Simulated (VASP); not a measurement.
# Ni (P6_3/mmc) in VASP: further runs

Runs on Ni. Level: revPBE. Tasks: single point.

Program: VASP 6.6.1. These are calculated values, not measurements. Logs are shortened: lines on timing, memory, paths and dates and some standing lists are left out, and cuts for length are marked.

## (1) The cell of the first run

It takes space group P6_3/mmc (No. 194, hexagonal). The conventional cell has a = 2.572 Å, b = 2.572 Å, c = 4.212 Å, α = 90.00°, β = 90.00°, γ = 120.00°. Within 3.4 Å of Ni (site symmetry -6m2) lie 12 Ni at 2.57 to 2.58 Å.

This isn't the form of Ni at room conditions, which is fcc.

## (2) Single point, revPBE, collinear spin, ferromagnetic start (12.06 Å³/atom)

INCAR reads:

```
ALGO     = Normal         # electronic algorithm
EDIFF    = 1E-7           # SCF threshold, eV
ENCUT    = 520            # plane-wave cutoff, eV
GGA      = RE             # functional
ISIF     = 2              # what is computed and relaxed
ISMEAR   = -1             # smearing method
ISPIN    = 2              # spin polarisation
LASPH    = True           # aspherical terms in the spheres
LCHARG   = False          # write CHGCAR
LMAXMIX  = 4              # l up to which the mixer works
LORBIT   = 11             # projections on sites
LREAL    = False          # projectors in reciprocal space
LWAVE    = False          # write WAVECAR
MAGMOM   = 0.7 0.7        # initial moments
NBANDS   = 21             # bands
NELM     = 150            # most SCF steps
PREC     = Accurate       # precision mode
SIGMA    = 0.05           # smearing width, eV
```

KPOINTS reads:

```
k-points
0
Gamma
  16 16 9
```

POSCAR reads:

```
Ni
1.0
    2.5717172935      0.0000000000      0.0000000000
   -1.2858586468      2.2271725075      0.0000000000
    0.0000000000      0.0000000000      4.2116717264
Ni
2
Direct
    0.3333333333      0.6666666667      0.2500000000
    0.6666666667      0.3333333333      0.7500000000
```

Potentials or basis: VASP PAW PBE potentials, release 64 (Ni).

Run with:

```bash
$ cat potpaw_PBE.64/Ni/POTCAR > POTCAR
$ mpirun -np 1 vasp_std > vasp.out
```

OUTCAR:

```text
EDIFF = 1E-7
   ENCUT = 520
   GGA = RE
   ISIF = 2
   ISMEAR = -1
   ISPIN = 2
   LASPH = True
   LORBIT = 11
   LREAL = False
   NELM = 150
   PREC = Accurate

 ion  position               nearest neighbor table
   1  0.333  0.667  0.250-   2 2.58   2 2.58   2 2.58   2 2.58   2 2.58   2 2.58
   2  0.667  0.333  0.750-   1 2.58   1 2.58   1 2.58   1 2.58   1 2.58   1 2.58

  LATTYP: Found a hexagonal cell.
 ALAT       =     2.5717172935
 C/A-ratio  =     1.6376884571

  Lattice vectors:

 A1 = (   2.5717172935,   0.0000000000,   0.0000000000)
 A2 = (  -1.2858586468,   2.2271725075,   0.0000000000)
 A3 = (   0.0000000000,   0.0000000000,   4.2116717264)

Analysis of symmetry for initial positions (statically):
=====================================================================
 Subroutine PRICEL returns:
 Original cell was already a primitive cell.

 Routine SETGRP: Setting up the symmetry group for a
 hexagonal supercell.

 Subroutine GETGRP returns: Found 24 space group operations
 (whereof 12 operations were pure point group operations)
 out of a pool of 24 trial point group operations.

The static configuration has the point symmetry D_3d.
 The point group associated with its full space group is D_6h.

Analysis of symmetry for dynamics (positions and initial velocities):
=====================================================================
 Subroutine PRICEL returns:
 Original cell was already a primitive cell.

 Routine SETGRP: Setting up the symmetry group for a
 hexagonal supercell.

 Subroutine GETGRP returns: Found 24 space group operations
 (whereof 12 operations were pure point group operations)
 out of a pool of 24 trial point group operations.

The dynamic configuration has the point symmetry D_3d.
 The point group associated with its full space group is D_6h.

Analysis of structural, dynamic, and magnetic symmetry:
=====================================================================
 Subroutine PRICEL returns:
 Original cell was already a primitive cell.

 Routine SETGRP: Setting up the symmetry group for a
 hexagonal supercell.

 Subroutine GETGRP returns: Found 24 space group operations
 (whereof 12 operations were pure point group operations)
 out of a pool of 24 trial point group operations.

The overall configuration has the point symmetry D_3d.
 The point group associated with its full space group is D_6h.

 Subroutine INISYM returns: Found 24 space group operations
 (whereof 12 operations are pure point group operations),
 and found     1 'primitive' translations

----------------------------------------------------------------------------------------

                                     Primitive cell

  volume of cell :      24.1230

  direct lattice vectors                    reciprocal lattice vectors
     2.571717293  0.000000000  0.000000000     0.388845229  0.224499898  0.000000000
    -1.285858647  2.227172508  0.000000000     0.000000000  0.448999795  0.000000000
     0.000000000  0.000000000  4.211671726     0.000000000  0.000000000  0.237435409

  length of vectors
     2.571717293  2.571717294  4.211671726     0.448999795  0.448999795  0.237435409

  position of ions in fractional coordinates (direct lattice)
     0.333333333  0.666666667  0.250000000
     0.666666667  0.333333333  0.750000000

  ion indices of the primitive-cell ions
   primitive index   ion index
                 1           1
                 2           2

----------------------------------------------------------------------------------------

 KPOINTS: k-points

Automatic generation of k-mesh.
 Grid dimensions read from file:
 generate k-points for:   16   16    9

 Generating k-lattice:

  Cartesian coordinates                     Fractional coordinates (reciprocal lattice)
     0.024302827  0.014031244  0.000000000     0.062500000 -0.000000000  0.000000000
     0.000000000  0.028062487  0.000000000     0.000000000  0.062500000  0.000000000
     0.000000000  0.000000000  0.026381712     0.000000000  0.000000000  0.111111111

  Length of vectors
     0.028062487  0.028062487  0.026381712

  Shift w.r.t. Gamma in fractional coordinates (k-lattice)
     0.000000000  0.000000000  0.000000000

 Subroutine IBZKPT returns following result:
 ===========================================

 Found    150 irreducible k-points:

 Following reciprocal coordinates:
            Coordinates               Weight
  0.000000  0.000000  0.000000      1.000000
  0.062500 -0.000000  0.000000      6.000000
  0.125000 -0.000000  0.000000      6.000000
  0.187500 -0.000000  0.000000      6.000000
  0.250000 -0.000000  0.000000      6.000000
  0.312500 -0.000000  0.000000      6.000000
[... 16 lines left out ...]
  0.187500  0.187500  0.000000      6.000000
  0.250000  0.187500  0.000000     12.000000
 [... further k-points ...]
   k-points           NKPTS =    150   k-points in BZ     NKDIM =    150   number of bands    NBANDS=     21
   number of dos      NEDOS =    301   number of ions     NIONS =      2
   total plane-waves  NPLWV =  12800
   dimension x,y,z NGX =    20 NGY =   20 NGZ =   32
   dimension x,y,z NGXF=    40 NGYF=   40 NGZF=   64
   ions per type =               2
   NGX,Y,Z   is equivalent  to a cutoff of  12.93, 12.93, 12.63 a.u.
   NGXF,Y,Z  is equivalent  to a cutoff of  25.86, 25.86, 25.26 a.u.
 SYSTEM =  unknown system
   PREC   = accura    normal or accurate (medium, high low for compatibility)
   ISTART =      0    job   : 0-new  1-cont  2-samecut
   ICHARG =      2    charge: 1-file 2-atom 10-const
   ISPIN  =      2    spin polarized calculation?
   LNONCOLLINEAR =      F non collinear calculations
   LSORBIT =      F    spin-orbit coupling
   LASPH  =      T    aspherical Exc in radial PAW
   ENCUT  =  520.0 eV  38.22 Ry    6.18 a.u.   4.78  4.78  7.83*2*pi/ulx,y,z
   NELM   =    150;   NELMIN=  2; NELMDL= -5     # of ELM steps
   EDIFF  = 0.1E-06   stopping-criterion for ELM
   LREAL  =      F    real-space projection
   EDIFFG = 0.1E-05   stopping-criterion for IOM
   NSW    =      0    number of steps for IOM
   IBRION =     -1    ionic relax: 0-MD 1-quasi-New 2-CG
   NFREE  =      0    steps in history (QN), initial steepest desc. (CG)
   ISIF   =      2    stress and relaxation
   ISYM   =      2    0-nonsym 1-usesym 2-fastsym
[... 15 lines left out ...]
  Thomas-Fermi vector in A             =   2.644383
   LORBIT       =     11    0 simple, 1 ext, 2 COOP (PROOUT), +10 PAW based schemes
   GGA     = RE    functional components
   LHFCALC =     F    Hartree Fock is set to
   AEXX    =    0.0000 exact exchange contribution
   IVDW    =     0    specifies the selected vdW correction
   LEPSILON=     F    determine dielectric tensor
   LRPA    =     F    only Hartree local field effects (RPA)
 spin polarized calculation
  energy-cutoff  :      520.00
  volume of cell :       24.12
 maximum number of plane-waves:       668
 NGX is ok and might be reduce to    20
   NGX =  9   NGY =  9   NGZ = 15

 number of electron      19.9999993 magnetization       1.3690701

 Free energy of the ion-electron system (eV)
  ---------------------------------------------------
  ext. energy  EPLUGINS =         0.00000000
  ---------------------------------------------------
  free energy    TOTEN  =       -10.01790113 eV

  energy without entropy =       -9.97618841  energy(sigma->0) =       -9.99704477

 E-fermi :   8.1420     XC(G=0): -12.5654

 val. band max:        8.1417825872   @ k =   0.3125   0.3125   0.0000
 cond. band min:       8.1426966431   @ k =   0.1250   0.0625   0.2222
 fundamental gap:      0.0009140559
 Fermi energy:         8.1420381474

 spin component 1

 k-point     1 :       0.0000    0.0000    0.0000
  band No.  band energies     occupation
      1      -0.1989      1.00000
      2       3.7987      1.00000
      3       5.8978      1.00000
      4       5.9841      1.00000
      5       5.9841      1.00000
      6       6.2080      1.00000
[... 13 lines left out ...]
     20      32.4701      0.00000
     21      36.8914      0.00000

 k-point     2 :       0.0625   -0.0000    0.0000
  band No.  band energies     occupation
      1      -0.0727      1.00000
      2       3.8735      1.00000
      3       5.8237      1.00000
      4       6.0339      1.00000
      5       6.0454      1.00000
      6       6.1831      1.00000
[... 13 lines left out ...]
     20      34.5956      0.00000
     21      35.2648      0.00000

 k-point     3 :       0.1250   -0.0000    0.0000
  band No.  band energies     occupation
      1       0.3005      1.00000
      2       4.0791      1.00000
      3       5.6884      1.00000
      4       6.0805      1.00000
      5       6.1432      1.00000
      6       6.1783      1.00000
[... 13 lines left out ...]
     20      34.8522      0.00000
     21      35.7476      0.00000
[... 457 lines left out ...]
 k-point    23 :       0.1875    0.1875    0.0000
  band No.  band energies     occupation
      1       2.8242      1.00000
      2       4.8720      1.00000
      3       4.9638      1.00000
      4       5.1084      1.00000
      5       5.8865      1.00000
      6       6.0151      1.00000
[... 13 lines left out ...]
     20      34.5807      0.00000
     21      36.5034      0.00000

 k-point    24 :       0.2500    0.1875    0.0000
  band No.  band energies     occupation
      1       3.6361      1.00000
      2       4.8094      1.00000
      3       4.8404      1.00000
      4       5.1079      1.00000
      5       5.8061      1.00000
      6       6.1222      1.00000
[... 13 lines left out ...]
     20      34.8216      0.00000
     21      37.8639      0.00000

 [... further k-points ...]

 spin component 2

 k-point     1 :       0.0000    0.0000    0.0000
  band No.  band energies     occupation
      1      -0.2547      1.00000
      2       4.2383      1.00000
      3       6.6755      1.00000
      4       6.7249      1.00000
      5       6.7249      1.00000
      6       6.9682      1.00000
[... 13 lines left out ...]
     20      32.4579      0.00000
     21      36.9273      0.00000

 k-point     2 :       0.0625   -0.0000    0.0000
  band No.  band energies     occupation
      1      -0.1284      1.00000
      2       4.3196      1.00000
      3       6.5717      1.00000
      4       6.7774      1.00000
      5       6.8120      1.00000
      6       6.9398      1.00000
[... 13 lines left out ...]
     20      34.6218      0.00000
     21      35.1628      0.00000

 k-point     3 :       0.1250   -0.0000    0.0000
  band No.  band energies     occupation
      1       0.2457      1.00000
      2       4.5451      1.00000
      3       6.4110      1.00000
      4       6.6310      1.00000
      5       6.8320      1.00000
      6       6.9297      1.00000
[... 13 lines left out ...]
     20      34.9392      0.00000
     21      35.8159      0.00000
[... 457 lines left out ...]
 k-point    23 :       0.1875    0.1875    0.0000
  band No.  band energies     occupation
      1       2.8211      1.00000
      2       5.4510      1.00000
      3       5.4709      1.00000
      4       5.7316      1.00000
      5       6.5620      1.00000
      6       6.7189      1.00000
[... 13 lines left out ...]
     20      34.6045      0.00000
     21      36.5824      0.00000

 k-point    24 :       0.2500    0.1875    0.0000
  band No.  band energies     occupation
      1       3.7081      1.00000
      2       5.3346      1.00000
      3       5.4346      1.00000
      4       5.6825      1.00000
      5       6.4701      1.00000
      6       6.8346      1.00000
[... 13 lines left out ...]
     20      34.8638      0.00000
     21      37.7724      0.00000

 [... further k-points ...]
[... 5 lines left out ...]
  --------------------------------------------------------------------------------------
  -------------------------------------------------------------------------------------
  Total       -1.7181445     -1.7181445     -1.6857265      0.0000000     -0.0000000      0.0000000
  in kB     -114.1139347   -114.1139347   -111.9608311      0.0000000     -0.0000000      0.0000000
  external PRESSURE =    -113.3962335 kB  Pullay stress =       0.0000000 kB

 VOLUME and BASIS-vectors are now :
 -----------------------------------------------------------------------------
  energy-cutoff  :      520.00
  volume of cell :       24.12
      direct lattice vectors                 reciprocal lattice vectors
     2.571717293  0.000000000  0.000000000     0.388845229  0.224499898  0.000000000
    -1.285858647  2.227172508  0.000000000     0.000000000  0.448999795  0.000000000
     0.000000000  0.000000000  4.211671726     0.000000000  0.000000000  0.237435409

 POSITION                                       TOTAL-FORCE (eV/Angst)
 -----------------------------------------------------------------------------------
     -0.00000      1.48478      1.05292        -0.000000      0.000000      0.000000
      1.28586      0.74239      3.15875         0.000000     -0.000000     -0.000000
 -----------------------------------------------------------------------------------
    total drift:                               -0.000000      0.000000     -0.000000

  FREE ENERGIE OF THE ION-ELECTRON SYSTEM (eV)
  ---------------------------------------------------
  free  energy   TOTEN  =       -10.0179011269 eV

  energy  without entropy=       -9.9761884105  energy(sigma->0) =       -9.99704477

 total charge

# of ion       s       p       d       tot
------------------------------------------
    1        0.455   0.413   8.272   9.140
    2        0.455   0.413   8.272   9.140
--------------------------------------------------
tot          0.910   0.825  16.545  18.280

 magnetization (x)

# of ion       s       p       d       tot
------------------------------------------
    1       -0.004  -0.024   0.734   0.706
    2       -0.004  -0.024   0.734   0.706
--------------------------------------------------
tot         -0.009  -0.048   1.468   1.412
```

Run time: 58 s. Hardware: 1 thread of Intel Xeon 6975P-C (Granite Rapids), shared host; peak memory 0.22 GiB.

What came out:

| Quantity | Value |
| --- | --- |
| Free energy | -10.0179 eV |
| Pressure | -11.3 GPa |
| Net moment | 1.37 μB per cell |
| Site moments | Ni +0.71 μB |
| Valence electrons inside the program's atomic spheres | Ni 9.14 |

Stress tensor (GPa, compression positive):
```
-11.41   0.00   0.00
  0.00 -11.41   0.00
  0.00   0.00 -11.20
```

Caveat: the cell stands under tension; the PAW data sets were made with another functional, which shifts forces and pressure a little.

## (3) Single point, revPBE, collinear spin, ferromagnetic start (12.51 Å³/atom)

This run uses another cell than the first one, of 12.51 Å³/atom.

INCAR reads:

```
  PREC = Accurate
  ENCUT = 520
  EDIFF = 1E-7
  ISMEAR = -1
  SIGMA = 0.05
  LREAL = False
  LASPH = True
  NELM = 150
  ALGO = Normal
  ISIF = 2
  LWAVE = False
  LCHARG = False
  ISPIN = 2
  MAGMOM = 0.7 0.7
  LORBIT = 11
  LMAXMIX = 4
  GGA = RE
  NBANDS = 21
```

KPOINTS reads:

```
Automatic mesh
0
Gamma
  16 16 9
```

POSCAR reads:

```
Ni
1.0
    2.6030827908      0.0000000000      0.0000000000
   -1.3015413954      2.2543358250      0.0000000000
    0.0000000000      0.0000000000      4.2630386391
Ni
2
Direct
    0.3333333333      0.6666666667      0.2500000000
    0.6666666667      0.3333333333      0.7500000000
```

Potentials or basis: VASP PAW PBE potentials, release 64 (Ni).

Run with:

```bash
$ cat potpaw_PBE.64/Ni/POTCAR > POTCAR
$ mpirun -np 1 vasp_std > vasp.out
```

It took 57 s on 1 thread of Intel Xeon 6975P-C (Granite Rapids), shared host; peak memory 0.22 GiB.

The run converged. Its results:

* Free energy: -9.9433 eV
* Pressure: -15.3 GPa
* Net moment: 1.40 μB per cell
* Site moments: Ni +0.72 μB
* Valence electrons inside the program's atomic spheres: Ni 9.09

Stress tensor (GPa, compression positive):
```
-15.29   0.00   0.00
  0.00 -15.29   0.00
  0.00   0.00 -15.18
```

Levels at points of the mesh, in eV from the Fermi level:
Spin up:
```csv
k point,band 9,band 10,band 11,band 12,band 13,band 14
"(0.00, 0.00, 0.00)",-1.56,-0.80,-0.80,-0.10,4.67,21.34
"(0.50, 0.00, 0.00)",-0.66,-0.63,0.94,2.51,8.46,8.82
```
Spin down:
| k point | band 7 | band 8 | band 9 | band 10 | band 11 | band 12 |
| --- | --- | --- | --- | --- | --- | --- |
| (0.00, 0.00, 0.00) | -1.11 | -0.80 | -0.80 | -0.19 | 0.00 | 0.00 |
| (0.50, 0.00, 0.00) | -1.09 | 0.13 | 0.15 | 0.23 | 1.42 | 2.92 |

Caveat: the cell stands under tension; the PAW data sets were made with another functional, which shifts forces and pressure a little.

## (4) Single point, revPBE, collinear spin, ferromagnetic start

This run uses another cell than the first one, of 11.17 Å³/atom.

INCAR reads:

```
SYSTEM = Ni
ALGO     = Normal         ! electronic algorithm
EDIFF    = 1E-6           ! SCF threshold, eV
ENCUT    = 520            ! plane-wave cutoff, eV
GGA      = RE             ! functional
ISIF     = 2              ! what is computed and relaxed
ISMEAR   = -1             ! smearing method
ISPIN    = 2              ! spin polarisation
LASPH    = .True.         ! aspherical terms in the spheres
LCHARG   = .False.        ! write CHGCAR
LMAXMIX  = 4              ! l up to which the mixer works
LORBIT   = 11             ! projections on sites
LREAL    = .False.        ! projectors in reciprocal space
LWAVE    = .False.        ! write WAVECAR
MAGMOM   = 0.731 0.731    ! initial moments
NBANDS   = 21             ! bands
NELM     = 150            ! most SCF steps
PREC     = Accurate       ! precision mode
SIGMA    = 0.05           ! smearing width, eV
```

KPOINTS reads:

```
k-points
0
Gamma
  24 24 13
  0 0 0
```

POSCAR reads:

```
Ni
1.0
    2.5065823280      0.0000000000      0.0000000000
   -1.2532911640      2.1707639727      0.0000000000
    0.0000000000      0.0000000000      4.1050009451
Ni
2
Direct
    0.3333333333      0.6666666667      0.2500000000
    0.6666666667      0.3333333333      0.7500000000
```

Run with:

```bash
$ cat potpaw_PBE.64/Ni/POTCAR > POTCAR
$ mpirun -np 1 vasp_std > vasp.out
```

It took 2.3 min on 1 thread of Intel Xeon 6975P-C (Granite Rapids), shared host; peak memory 0.36 GiB.

It converged, with:

```yaml
Free_energy: -10.0903 eV
Pressure: -0.1 GPa
Net_moment: 1.29 μB per cell
Site_moments: Ni +0.66 μB
Valence_electrons_inside_the_program's_atomic_spheres: Ni 9.26
```

Stress tensor (GPa, compression positive):
```
-0.34  0.00  0.00
 0.00 -0.34  0.00
 0.00  0.00  0.24
```

Levels at points of the mesh, in eV from the Fermi level:
Spin up:
```csv
k point,band 9,band 10,band 11,band 12,band 13,band 14
"(0.00, 0.00, 0.00)",-1.66,-0.76,-0.76,-0.30,5.43,22.33
"(0.50, 0.00, 0.00)",-0.59,-0.54,1.09,2.92,9.14,9.67
```
Spin down:
```
           k point  band 7  band 8  band 9  band 10  band 11  band 12
(0.00, 0.00, 0.00)   -1.33   -0.96   -0.96    -0.38    -0.01    -0.01
(0.50, 0.00, 0.00)   -1.31    0.14    0.17     0.26     1.57     3.30
```

Caveat: the PAW data sets were made with another functional, which shifts forces and pressure a little.

## (5) Summary

| cell | k mesh | gap on the mesh (eV) | pressure (GPa) | moment (μB) |
| --- | --- | --- | --- | --- |
| a = 2.572, b = 2.572, c = 4.212 Å, angles 90.0, 90.0, 120.0°, 2 atoms | 16 × 16 × 9 | none | -11.3 | 1.37 |
| a = 2.603, b = 2.603, c = 4.263 Å, angles 90.0, 90.0, 120.0°, 2 atoms | 16 × 16 × 9 | none | -15.3 | 1.40 |
| a = 2.507, b = 2.507, c = 4.105 Å, angles 90.0, 90.0, 120.0°, 2 atoms | 24 × 24 × 13 | none | -0.1 | 1.29 |

Alike in all rows: task single point; level revPBE; potentials or basis VASP PAW PBE potentials, release 64 (Ni); spin collinear, ferromagnetic start; cutoff (eV) 520; smearing fermi-dirac 0.05 eV.

Caveats: the PAW data sets were made with another functional, which shifts forces and pressure a little; the cell stands under tension (at least some runs).

Total energies depend on the potentials used, so only differences within one code and one set of settings carry meaning.
